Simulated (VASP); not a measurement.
**LiBr: electric field gradients with r2SCAN**

LiBr:

```
CELL_PARAMETERS angstrom
0.00000 2.72269 2.72269
2.72269 0.00000 2.72269
2.72269 2.72269 0.00000
ATOMIC_POSITIONS crystal
Li 0.00000 0.00000 0.00000
Br 0.50000 0.50000 0.50000
```

```yaml
Program: VASP 6.6.1
Task: electric field gradients
Functional: r2SCAN
Potentials_or_basis: VASP PAW PBE potentials, release 64 (Li_sv, Br)
Cutoff: 720 eV
k_mesh: 10 × 10 × 10
Occupations: fermi-dirac, width 0.03 eV
Spin: no spin polarisation
Dipole_correction: no
Further_INCAR_settings: ALGO = Normal; EDIFF = 1e-08; NBANDS = 12
```

The pressure is 0.1 GPa and the band gap on the k mesh is 6.03 eV, direct.

Levels at points of the mesh, in eV from the valence-band top:
```tsv
k point	band 2	band 3	band 4	band 5	band 6	band 7	band 8	band 9
(0.00, 0.00, 0.00)	-14.01	0.00	0.00	0.00	6.03	11.24	11.24	11.24
(0.50, 0.00, 0.00)	-13.48	-3.02	-0.29	-0.29	6.41	8.89	8.89	13.31
(0.50, 0.50, 0.00)	-13.26	-3.05	-1.21	-1.21	7.14	7.70	12.99	13.87
```

It took 3.5 min on 1 thread of Intel(R) Xeon(R) Platinum 8488C (Sapphire Rapids), with other jobs on the host, peak memory 0.22 GiB.

Caveat: without QUAD_EFG the Cq values of the log hold for a quadrupole moment of 1 mb, not for the nuclei; the PAW data sets were made with another functional, which shifts forces and pressure a little. r2SCAN opens gaps a little over a GGA but as a rule still falls short of measured ones.
